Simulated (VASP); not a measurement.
Input of a VASP 6.6.1 run:

The input INCAR:

```
SYSTEM = Al
PREC = Accurate
ENCUT = 520
EDIFF = 1E-6
ISMEAR = -1
SIGMA = 0.05
LREAL = .FALSE.
LASPH = .TRUE.
NELM = 80
ALGO = Normal
ISIF = 2
LWAVE = .FALSE.
LCHARG = .FALSE.
NBANDS = 14
```

KPOINTS

```
regular mesh
0
G
  11 11 3
  0 0 0
```

Contents of POSCAR:

```
Al
1.0
    2.8642796724      0.0000000000      0.0000000000
   -1.4321398362      2.4805389598      0.0000000000
    0.0000000000      0.0000000000      9.3068752623
Al
4
Direct
    0.6666666667      0.3333333333      0.7500000000
    0.0000000000      0.0000000000      0.5000000000
    0.3333333333      0.6666666667      0.2500000000
    0.0000000000      0.0000000000      0.0000000000
```

Potentials or basis: VASP PAW LDA potentials, release 64 (Al).

Launch:

```bash
$ cat potpaw_LDA.64/Al/POTCAR > POTCAR
$ mpirun -np 1 vasp_std > vasp.out
```

Question: Estimate the band gap on the k mesh.

Answer: Zero (band 6 reaches 11.69 eV, above the bottom of band 7 at 5.88 eV).

Question: What does it give for the pressure?

Answer: -2.9 GPa.

Stress tensor (GPa, compression positive):
```
-3.44  0.00  0.00
 0.00 -3.44  0.00
 0.00  0.00 -1.83
```
